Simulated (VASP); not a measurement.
# Ru (Fm-3m) in VASP: notebook

Ru is run at these levels: LDA; tasks: single point.

All numbers are computed with VASP 6.6.1; they aren't measurements. Logs are shortened: lines on timing, memory, paths and dates and some standing lists are left out, and cuts for length are marked.

### 1 The cell of the first run

The structure is cubic, space group Fm-3m (No. 225). The conventional cell has a = 3.697 Å, b = 3.697 Å, c = 3.697 Å, α = 90.00°, β = 90.00°, γ = 90.00°. Ru (site symmetry m-3m) has 12 Ru at 2.61 Å within 3.4 Å.

This isn't the form of Ru at room conditions, which is hcp.

### 2 Single point, LDA (12.63 Å³/atom)

INCAR reads:

```
SYSTEM = Ru
PREC = Accurate
ENCUT = 560
EDIFF = 1E-6
ISMEAR = -1
SIGMA = 0.1
LREAL = .FALSE.
LASPH = .TRUE.
NELM = 120
ALGO = Normal
ISIF = 2
LWAVE = .FALSE.
LCHARG = .FALSE.
NBANDS = 14
GGA_COMPAT = .FALSE.
```

KPOINTS reads:

```
regular mesh
0
G
  16 16 16
  0 0 0
```

POSCAR reads:

```
Ru
1.0
    0.0000000000      1.8483757448      1.8483757448
    1.8483757448      0.0000000000      1.8483757448
    1.8483757448      1.8483757448      0.0000000000
Ru
1
Direct
    0.0000000000      0.0000000000      0.0000000000
```

Potentials or basis: VASP PAW LDA potentials, release 64 (Ru_sv).

Started as:

```console
> cat potpaw_LDA.64/Ru_sv/POTCAR > POTCAR
> mpirun -np 1 vasp_std > vasp.out
```

OUTCAR:

```text
SYSTEM = Ru
   PREC = Accurate
   ENCUT = 560
   EDIFF = 1E-6
   ISMEAR = -1
   LREAL = .FALSE.
   LASPH = .TRUE.
   NELM = 120
   ISIF = 2

 ion  position               nearest neighbor table
   1  0.000  0.000  0.000-

  LATTYP: Found a face centered cubic cell.
 ALAT       =     3.6967514896

  Lattice vectors:

 A1 = (   0.0000000000,   1.8483757448,   1.8483757448)
 A2 = (   1.8483757448,   0.0000000000,   1.8483757448)
 A3 = (   1.8483757448,   1.8483757448,   0.0000000000)

Analysis of symmetry for initial positions (statically):
=====================================================================
 Subroutine PRICEL returns:
 Original cell was already a primitive cell.

 Routine SETGRP: Setting up the symmetry group for a
 face centered cubic supercell.

 Subroutine GETGRP returns: Found 48 space group operations
 (whereof 48 operations were pure point group operations)
 out of a pool of 48 trial point group operations.

The static configuration has the point symmetry O_h .

Analysis of symmetry for dynamics (positions and initial velocities):
=====================================================================
 Subroutine PRICEL returns:
 Original cell was already a primitive cell.

 Routine SETGRP: Setting up the symmetry group for a
 face centered cubic supercell.

 Subroutine GETGRP returns: Found 48 space group operations
 (whereof 48 operations were pure point group operations)
 out of a pool of 48 trial point group operations.

The dynamic configuration has the point symmetry O_h .

 Subroutine INISYM returns: Found 48 space group operations
 (whereof 48 operations are pure point group operations),
 and found     1 'primitive' translations

----------------------------------------------------------------------------------------

                                     Primitive cell

  volume of cell :      12.6299

  direct lattice vectors                    reciprocal lattice vectors
     0.000000000  1.848375745  1.848375745    -0.270507770  0.270507770  0.270507770
     1.848375745  0.000000000  1.848375745     0.270507770 -0.270507770  0.270507770
     1.848375745  1.848375745  0.000000000     0.270507770  0.270507770 -0.270507770

  length of vectors
     2.613998047  2.613998047  2.613998047     0.468533201  0.468533201  0.468533201

  position of ions in fractional coordinates (direct lattice)
     0.000000000  0.000000000  0.000000000

  ion indices of the primitive-cell ions
   primitive index   ion index
                 1           1

----------------------------------------------------------------------------------------

 KPOINTS: regular mesh

Automatic generation of k-mesh.
 Grid dimensions read from file:
 generate k-points for:   16   16   16

 Generating k-lattice:

  Cartesian coordinates                     Fractional coordinates (reciprocal lattice)
    -0.016906736  0.016906736  0.016906736     0.062500000  0.000000000  0.000000000
     0.016906736 -0.016906736  0.016906736     0.000000000  0.062500000  0.000000000
     0.016906736  0.016906736 -0.016906736     0.000000000  0.000000000  0.062500000

  Length of vectors
     0.029283325  0.029283325  0.029283325

  Shift w.r.t. Gamma in fractional coordinates (k-lattice)
     0.000000000  0.000000000  0.000000000

 Subroutine IBZKPT returns following result:
 ===========================================

 Found    145 irreducible k-points:

 Following reciprocal coordinates:
            Coordinates               Weight
  0.000000  0.000000  0.000000      1.000000
  0.062500  0.000000  0.000000      8.000000
  0.125000  0.000000  0.000000      8.000000
  0.187500  0.000000  0.000000      8.000000
  0.250000  0.000000  0.000000      8.000000
  0.312500  0.000000  0.000000      8.000000
[... 16 lines left out ...]
 -0.125000  0.062500  0.000000     24.000000
 -0.062500  0.062500  0.000000     12.000000
 [... further k-points ...]
   k-points           NKPTS =    145   k-points in BZ     NKDIM =    145   number of bands    NBANDS=     14
   number of dos      NEDOS =    301   number of ions     NIONS =      1
   total plane-waves  NPLWV =   8000
   dimension x,y,z NGX =    20 NGY =   20 NGZ =   20
   dimension x,y,z NGXF=    40 NGYF=   40 NGZF=   40
   ions per type =               1
   NGX,Y,Z   is equivalent  to a cutoff of  12.72, 12.72, 12.72 a.u.
   NGXF,Y,Z  is equivalent  to a cutoff of  25.44, 25.44, 25.44 a.u.
 SYSTEM =  Ru
   PREC   = accura    normal or accurate (medium, high low for compatibility)
   ISTART =      0    job   : 0-new  1-cont  2-samecut
   ICHARG =      2    charge: 1-file 2-atom 10-const
   ISPIN  =      1    spin polarized calculation?
   LNONCOLLINEAR =      F non collinear calculations
   LSORBIT =      F    spin-orbit coupling
   LASPH  =      T    aspherical Exc in radial PAW
   ENCUT  =  560.0 eV  41.16 Ry    6.42 a.u.   5.04  5.04  5.04*2*pi/ulx,y,z
   NELM   =    120;   NELMIN=  2; NELMDL= -5     # of ELM steps
   EDIFF  = 0.1E-05   stopping-criterion for ELM
   LREAL  =      F    real-space projection
   EDIFFG = 0.1E-04   stopping-criterion for IOM
   NSW    =      0    number of steps for IOM
   IBRION =     -1    ionic relax: 0-MD 1-quasi-New 2-CG
   NFREE  =      0    steps in history (QN), initial steepest desc. (CG)
   ISIF   =      2    stress and relaxation
   ISYM   =      2    0-nonsym 1-usesym 2-fastsym
   POTIM  = 0.5000    time-step for ionic-motion
   TEBEG  =    0.0;   TEEND  =   0.0 temperature during run
   PSTRESS=    0.0 pullay stress
   NELECT =      16.0000    total number of electrons
   NUPDOWN=      -1.0000    fix difference up-down
   EMIN   =  10.00;   EMAX   =-10.00  energy-range for DOS
   EFERMI =   0.00;   METHOD = LEGACY
   ISMEAR =    -1;   SIGMA  =   0.10  broadening in eV -4-tet -1-fermi 0-gaus
   EFERMI_NEDOS =   21; number of points for ismear=-14 and -15
   IALGO  =     38    algorithm
   IMIX   =      4    mixing-type and parameters
     AMIX     =   0.40;   BMIX     =  1.00
     AMIX_MAG =   1.60;   BMIX_MAG =  1.00
  volume/ion in A,a.u.               =      12.63        85.23
  Fermi-wavevector in a.u.,A,eV,Ry     =   1.771392  3.347445 42.692742  3.137828
  Thomas-Fermi vector in A             =   2.837992
   LORBIT       =      0    0 simple, 1 ext, 2 COOP (PROOUT), +10 PAW based schemes
   GGA     = CA    functional components
   LHFCALC =     F    Hartree Fock is set to
   AEXX    =    0.0000 exact exchange contribution
   IVDW    =     0    specifies the selected vdW correction
   LEPSILON=     F    determine dielectric tensor
   LRPA    =     F    only Hartree local field effects (RPA)
 non-spin polarized calculation
  energy-cutoff  :      560.00
  volume of cell :       12.63
 maximum number of plane-waves:       392
   NGX =  9   NGY =  9   NGZ =  9

 number of electron      16.0000003 magnetization

 Free energy of the ion-electron system (eV)
  ---------------------------------------------------
  ext. energy  EPLUGINS =         0.00000000
  ---------------------------------------------------
  free energy    TOTEN  =       -10.56680329 eV

  energy without entropy =      -10.53431712  energy(sigma->0) =      -10.55056020

 E-fermi :  16.4356     XC(G=0): -14.9693

 val. band max:       16.4346603792   @ k =   0.2500   0.0000   0.0000
 cond. band min:      16.4421618644   @ k =  -0.2500   0.2500   0.0625
 fundamental gap:      0.0075014852
 Fermi energy:        16.4355681050

 k-point     1 :       0.0000    0.0000    0.0000
  band No.  band energies     occupation
      1     -56.3826      2.00000
      2     -25.8125      2.00000
      3     -25.8125      2.00000
      4     -25.8125      2.00000
      5       8.0412      2.00000
      6      13.5015      2.00000
      7      13.5015      2.00000
      8      13.5015      2.00000
      9      16.2714      1.67546
     10      16.2714      1.67546
     11      31.2652      0.00000
     12      37.3075      0.00000
     13      37.3075      0.00000
     14      37.3075      0.00000

 k-point     2 :       0.0625    0.0000    0.0000
  band No.  band energies     occupation
      1     -56.3733      2.00000
      2     -25.8680      2.00000
      3     -25.8196      2.00000
      4     -25.8196      2.00000
      5       8.2221      2.00000
      6      13.4027      2.00000
      7      13.5794      2.00000
      8      13.5794      2.00000
      9      16.2178      1.79654
     10      16.2178      1.79654
     11      31.5804      0.00000
     12      36.5234      0.00000
     13      37.6091      0.00000
     14      37.6091      0.00000

 k-point     3 :       0.1250    0.0000    0.0000
  band No.  band energies     occupation
      1     -56.3466      2.00000
      2     -26.0244      2.00000
      3     -25.8397      2.00000
      4     -25.8397      2.00000
      5       8.7258      2.00000
      6      13.1739      2.00000
      7      13.7742      2.00000
      8      13.7742      2.00000
      9      16.1125      1.92398
     10      16.1125      1.92398
     11      32.4182      0.00000
     12      34.9862      0.00000
     13      38.4829      0.00000
     14      38.4829      0.00000
[... 324 lines left out ...]
 k-point    23 :      -0.1250    0.0625    0.0000
  band No.  band energies     occupation
      1     -56.3269      2.00000
      2     -26.1166      2.00000
      3     -25.8917      2.00000
      4     -25.8383      2.00000
      5       9.0925      2.00000
      6      12.9611      2.00000
      7      13.9129      2.00000
      8      13.9541      2.00000
      9      15.7634      1.99759
     10      16.3836      1.25406
     11      33.0081      0.00000
     12      34.4644      0.00000
     13      38.1963      0.00000
     14      39.5627      0.00000

 k-point    24 :      -0.0625    0.0625    0.0000
  band No.  band energies     occupation
      1     -56.3582      2.00000
      2     -25.9454      2.00000
      3     -25.8518      2.00000
      4     -25.8219      2.00000
      5       8.5128      2.00000
      6      13.2222      2.00000
      7      13.6854      2.00000
      8      13.7500      2.00000
      9      15.9961      1.97562
     10      16.2932      1.61190
     11      32.0785      0.00000
     12      35.7777      0.00000
     13      37.5941      0.00000
     14      38.3345      0.00000

 [... further k-points ...]

------------------------ aborting loop because EDIFF is reached ----------------------------------------

  FORCE on cell =-STRESS in cart. coord.  units (eV):
  Direction    XX          YY          ZZ          XY          YZ          ZX
  --------------------------------------------------------------------------------------
  -------------------------------------------------------------------------------------
  Total        1.3118832      1.3118832      1.3118832      0.0000000     -0.0000000     -0.0000000
  in kB      166.4197963    166.4197963    166.4197963      0.0000000     -0.0000000     -0.0000000
  external PRESSURE =     166.4197963 kB  Pullay stress =       0.0000000 kB

 VOLUME and BASIS-vectors are now :
 -----------------------------------------------------------------------------
  energy-cutoff  :      560.00
  volume of cell :       12.63
      direct lattice vectors                 reciprocal lattice vectors
     0.000000000  1.848375745  1.848375745    -0.270507770  0.270507770  0.270507770
     1.848375745  0.000000000  1.848375745     0.270507770 -0.270507770  0.270507770
     1.848375745  1.848375745  0.000000000     0.270507770  0.270507770 -0.270507770

 POSITION                                       TOTAL-FORCE (eV/Angst)
 -----------------------------------------------------------------------------------
      0.00000      0.00000      0.00000         0.000000      0.000000      0.000000
 -----------------------------------------------------------------------------------
    total drift:                                0.000000      0.000000      0.000000

  FREE ENERGIE OF THE ION-ELECTRON SYSTEM (eV)
  ---------------------------------------------------
  free  energy   TOTEN  =       -10.5668032924 eV

  energy  without entropy=      -10.5343171170  energy(sigma->0) =      -10.55056020
```

Wall time 7.2 s (1 thread of Intel Xeon 6975P-C (Granite Rapids), shared host); peak memory 0.13 GiB.

Results:

| Item | Value |
| --- | --- |
| Free energy | -10.5668 eV |
| Pressure | 16.6 GPa |
| Band gap on the k mesh | zero (bands 8 and 9 overlap by 4.08 eV) |

Caveat: the cell stands under pressure.

### 3 Single point, LDA

This run uses another cell than the first one, of 13.16 Å³/atom.

INCAR reads:

```
PREC     = Accurate       # precision mode
ENCUT    = 560            # plane-wave cutoff, eV
EDIFF    = 1E-6           # SCF threshold, eV
ISMEAR   = -1             # smearing method
SIGMA    = 0.1            # smearing width, eV
LREAL    = False          # projectors in reciprocal space
LASPH    = True           # aspherical terms in the spheres
NELM     = 120            # most SCF steps
ALGO     = Normal         # electronic algorithm
ISIF     = 2              # what is computed and relaxed
LWAVE    = False          # write WAVECAR
LCHARG   = False          # write CHGCAR
GGA      = CA             # functional
NBANDS   = 14             # bands
GGA_COMPAT= False
```

KPOINTS reads:

```
regular mesh
0
Gamma
  14 14 14
```

POSCAR reads:

```
Ru
1.0
    0.0000000000      1.8736991073      1.8736991073
    1.8736991073      0.0000000000      1.8736991073
    1.8736991073      1.8736991073      0.0000000000
Ru
1
Direct
    0.0000000000      0.0000000000      0.0000000000
```

Potentials or basis: VASP PAW LDA potentials, release 64 (Ru_sv).

Started as:

```console
> cat potpaw_LDA.64/Ru_sv/POTCAR > POTCAR
> mpirun -np 1 vasp_std > vasp.out
```

It took 25 s on 1 thread of Intel Xeon Platinum 8259CL at 2.50GHz (Skylake/Cascade Lake), shared host; peak memory 0.13 GiB.

The run converged. Its results:

| Item | Value |
| --- | --- |
| Free energy | -10.5919 eV |
| Pressure | 0.5 GPa |
| Band gap on the k mesh | zero (bands 8 and 9 overlap by 3.65 eV) |

Levels at points of the mesh, in eV from the Fermi level:
| k point | band 4 | band 5 | band 6 | band 7 | band 8 | band 9 | band 10 | band 11 | band 12 | band 13 |
| --- | --- | --- | --- | --- | --- | --- | --- | --- | --- | --- |
| (0.00, 0.00, 0.00) | -42.18 | -8.10 | -2.69 | -2.69 | -2.69 | -0.10 | -0.10 | 14.96 | 20.76 | 20.76 |
| (0.50, 0.00, 0.00) | -42.34 | -6.32 | -2.83 | -2.83 | 1.09 | 1.89 | 1.89 | 10.47 | 14.60 | 21.24 |
| (0.50, 0.50, 0.00) | -42.61 | -6.67 | -6.18 | 1.85 | 2.43 | 2.43 | 3.79 | 13.61 | 13.61 | 14.17 |

### 4 Single point, LDA (13.16 Å³/atom)

This run uses another cell than the first one, of 13.16 Å³/atom.

INCAR reads:

```
  PREC = Accurate
  ENCUT = 560
  EDIFF = 1E-6
  ISMEAR = -1
  SIGMA = 0.1
  LREAL = F
  LASPH = T
  NELM = 120
  ALGO = Normal
  ISIF = 2
  LWAVE = F
  LCHARG = F
  GGA = CA
  NBANDS = 14
  GGA_COMPAT = F
```

KPOINTS reads:

```
Automatic mesh
0
Gamma
  16 16 16
```

POSCAR is that of step 3.

Started as:

```console
> cat potpaw_LDA.64/Ru_sv/POTCAR > POTCAR
> mpirun -np 1 vasp_std > vasp.out
```

Wall time 14 s (1 thread of Intel Xeon Platinum 8488C (Sapphire Rapids), shared host); peak memory 0.14 GiB.

Results (log left out):

```
Free energy            : -10.5950 eV
Pressure               : 0.4 GPa
Band gap on the k mesh : zero (bands 8 and 9 overlap by 3.82 eV)
```

Levels at points of the mesh, in eV from the Fermi level:
```csv
k point,band 4,band 5,band 6,band 7,band 8,band 9,band 10,band 11,band 12,band 13
"(0.00, 0.00, 0.00)",-42.24,-8.16,-2.76,-2.76,-2.76,-0.16,-0.16,14.89,20.70,20.70
"(0.50, 0.00, 0.00)",-42.40,-6.38,-2.89,-2.89,1.03,1.82,1.82,10.40,14.54,21.18
"(0.50, 0.50, 0.00)",-42.68,-6.73,-6.25,1.79,2.37,2.37,3.73,13.55,13.55,14.11
```

### 5 Summary

```csv
cell,k mesh,gap on the mesh (eV),pressure (GPa)
"a = 2.614 Å, angles 60.0°, 1 atom",16 × 16 × 16,none,16.6
"a = 2.650 Å, angles 60.0°, 1 atom",14 × 14 × 14,none,0.5
"a = 2.650 Å, angles 60.0°, 1 atom",16 × 16 × 16,none,0.4
```

Alike in all rows: task single point; level LDA; potentials or basis VASP PAW LDA potentials, release 64 (Ru_sv); no spin polarisation; cutoff (eV) 560; smearing fermi-dirac 0.1 eV.

Caveats: the cell stands under pressure (at least some runs).

Total energies depend on the potentials used, so only differences within one code and one set of settings carry meaning.

The gap in the log of VASP goes by the Fermi energy; the results here count the filled bands.